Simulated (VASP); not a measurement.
KAs3, 4 atoms in the cell. It takes space group Pm-3m (No. 221, cubic). Conventional cell: a = 4.460 Å, b = 4.460 Å, c = 4.460 Å, α = 90.00°, β = 90.00°, γ = 90.00°. Within 4.1 Å of K (site symmetry m-3m) lie 12 As at 3.15 Å. Within 4.1 Å of As (site symmetry 4/mmm) lie 4 K at 3.15 Å and 8 As at 3.15 Å. 

* Program: VASP 6.6.1
* Task: single point
* Functional: PBE
* Potentials or basis: VASP PAW PBE potentials, release 64 (K_sv, As)
* Cutoff: 520 eV
* k mesh: 10 × 10 × 10
* Occupations: gaussian, width 0.1 eV
* Spin: no spin polarisation
* Dipole correction: no
* Further INCAR settings: ALGO = Fast; EDIFF = 1e-07; NBANDS = 20

Potentials or basis: VASP PAW PBE potentials, release 64 (K_sv, As).

Command:

```bash
$ cat potpaw_PBE.64/K_sv/POTCAR potpaw_PBE.64/As/POTCAR > POTCAR
$ mpirun -np 1 vasp_std > vasp.out
```

Hardware: 1 thread of Oxide Virtual Turin-like Processor (shared host).

Q: Estimate the wall time of this run.

A: It took 3.8 min on 1 thread of Oxide Virtual Turin-like Processor (shared host), peak memory 0.22 GiB. Counts: scf iterations 16, k points 56.
